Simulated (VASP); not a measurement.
Set up this calculation in VASP 6.6.1, as the native input.

```
Task                   : single point
Functional             : PBEsol
Potentials or basis    : VASP PAW PBE potentials, release 64 (Ir_sv_GW, S)
Cutoff                 : 500 eV
k mesh                 : 10 × 10 × 6
Occupations            : gaussian, width 0.05 eV
Spin                   : no spin polarisation
Dipole correction      : no
Further INCAR settings : ALGO = Normal; EDIFF = 1e-06; NBANDS = 31
```

The structure of IrS lies in POSCAR:

```
IrS
1.0
    3.4869690467      0.0000000000      0.0000000000
   -1.7434845233      3.0198037767      0.0000000000
    0.0000000000      0.0000000000      5.3965233303
Ir S
2 2
Direct
    0.0000000000      0.0000000000      0.0000000000
    0.0000000000      0.0000000000      0.5000000000
    0.3333333333      0.6666666667      0.2500000000
    0.6666666667      0.3333333333      0.7500000000
```

The input as run:

INCAR

```
  PREC = Accurate
  ENCUT = 500
  EDIFF = 1E-6
  ISMEAR = 0
  SIGMA = 0.05
  LREAL = F
  LASPH = T
  NELM = 120
  ALGO = Normal
  ISIF = 2
  LWAVE = F
  LCHARG = F
  GGA = PS
  NBANDS = 31
  GGA_COMPAT = F
```

KPOINTS

```
Automatic mesh
0
Gamma
  10 10 6
```

Potentials or basis: VASP PAW PBE potentials, release 64 (Ir_sv_GW, S).

Command:

```bash
$ cat potpaw_PBE.64/Ir_sv_GW/POTCAR potpaw_PBE.64/S/POTCAR > POTCAR
$ mpirun -np 1 vasp_std > vasp.out
```

Results of the run:

* Pressure: 7.9 GPa
* Band gap on the k mesh: zero (bands 23 and 24 overlap by 1.69 eV)

Caveat: the cell stands under pressure; the PAW data sets were made with another functional, which shifts forces and pressure a little; spin-orbit coupling is left out, which moves the levels of the heavy elements.

Run time: 81 s on 1 thread of AMD EPYC 7R43 64-Core Processor (Zen 3) (shared host), peak memory 0.18 GiB.
